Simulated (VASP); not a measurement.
Ge: single point with LDA

The system is Ge.

```
Ge
1.0
     2.96859    0.00000    0.00000
    -1.48429    2.57087    0.00000
     0.00000    0.00000    9.46164
Ge
4
Cartesian
  0.0000 0.0000 0.0000
  2.9686 0.0000 4.7308
  0.0000 1.7139 2.3654
  1.4843 0.8570 7.0962
```

This isn't the form of Ge at room conditions, which is diamond.

* Program: VASP 6.6.1
* Task: single point
* Functional: LDA
* Potentials or basis: VASP PAW LDA potentials, release 64 (Ge_d)
* Cutoff: 520 eV
* k mesh: 14 × 14 × 4
* Occupations: fermi-dirac, width 0.1 eV
* Spin: no spin polarisation
* Dipole correction: no
* Further INCAR settings: ALGO = Normal; EDIFF = 1e-06; NBANDS = 36

* Pressure: 0.4 GPa
* Band gap on the k mesh: zero (bands 28 and 29 overlap by 9.30 eV)

Stress tensor (GPa, compression positive):
```
-0.30  0.00  0.00
 0.00 -0.30  0.00
 0.00  0.00  1.87
```

Levels at points of the mesh, in eV from the Fermi level:
| k point | band 26 | band 27 | band 28 | band 29 | band 30 | band 31 |
| --- | --- | --- | --- | --- | --- | --- |
| (0.00, 0.00, 0.00) | 1.67 | 1.68 | 6.71 | 6.71 | 7.57 | 7.57 |
| (0.50, 0.00, 0.00) | -5.14 | -2.12 | -1.68 | -0.46 | 0.52 | 2.44 |
| (0.00, 0.00, 0.50) | -2.77 | 6.59 | 6.59 | 6.97 | 6.97 | 6.97 |
| (0.50, 0.00, 0.50) | -4.17 | -3.57 | -3.57 | 1.97 | 1.97 | 2.87 |

Run time: 61 s on 1 thread of Intel(R) Xeon(R) 6975P-C (Granite Rapids), on a shared host, peak memory 0.24 GiB.
